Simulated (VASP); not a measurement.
Wanted: the native input for a VASP 6.6.1 run.

```yaml
Task: single point
Functional: PBE
Potentials_or_basis: VASP PAW PBE potentials, release 64 (W_sv, Mo_sv)
Cutoff: 520 eV
k_mesh: 3 × 3 × 3
Occupations: gaussian, width 0.1 eV
Spin: no spin polarisation
Dipole_correction: no
Further_INCAR_settings: LREAL = Auto; ALGO = Normal; EDIFF = 1e-06; NBANDS = 118
```

The structure of MoW14 (a cell with a defect) lies in POSCAR:

```
MoW14
1.0
    6.3200000000      0.0000000000      0.0000000000
    0.0000000000      6.3200000000      0.0000000000
    0.0000000000      0.0000000000      6.3200000000
W Mo
14 1
Direct
    0.0017735759      0.0019441456      0.0019305380
    0.4984537975      0.0042787975      0.0042625000
    0.0041063291      0.4986324367      0.0042678797
    0.0041066456      0.0042827532      0.4986156646
    0.5038596519      0.5040346519     -0.0079134494
    0.5038575949     -0.0078968354      0.5040185127
    0.7564292722      0.2468716772      0.2468566456
   -0.0080781646      0.5040344937      0.5040191456
    0.2467001582      0.7566004747      0.2468626582
    0.2466974684      0.2468765823      0.7565870253
    0.7452617089      0.7454387658      0.2522126582
    0.7452621835      0.2522262658      0.7454237342
    0.2520509494      0.7454359177      0.7454215190
    0.7500492089      0.7502248418      0.7502085443
    0.3677349684      0.3679104430      0.3678962025
```

One way to write it, as run:

INCAR

```
PREC = Accurate
ENCUT = 520
EDIFF = 1E-6
ISMEAR = 0
SIGMA = 0.1
LREAL = Auto
LASPH = T
NELM = 60
ALGO = Normal
ISIF = 2
LWAVE = F
LCHARG = T
GGA = PE
LELF = T
LVHAR = T
NBANDS = 118
```

KPOINTS

```
regular mesh
0
Gamma
  3 3 3
```

Potentials or basis: VASP PAW PBE potentials, release 64 (W_sv, Mo_sv).

The run is started by

```bash
$ cat potpaw_PBE.64/W_sv/POTCAR potpaw_PBE.64/Mo_sv/POTCAR > POTCAR
$ mpirun -np 1 vasp_std > vasp.out
```

It gave:

| Quantity | Value |
| --- | --- |
| Pressure | 0.4 GPa |
| Largest force | 0.134 eV/Å |
| Band gap on the k mesh | zero (bands 105 and 106 overlap by 0.05 eV) |

Caveat: spin-orbit coupling is left out, which moves the levels of the heavy elements.

It took 5 min on 1 thread of Intel(R) Xeon(R) Platinum 8488C (Sapphire Rapids), on a shared host, peak memory 0.39 GiB.
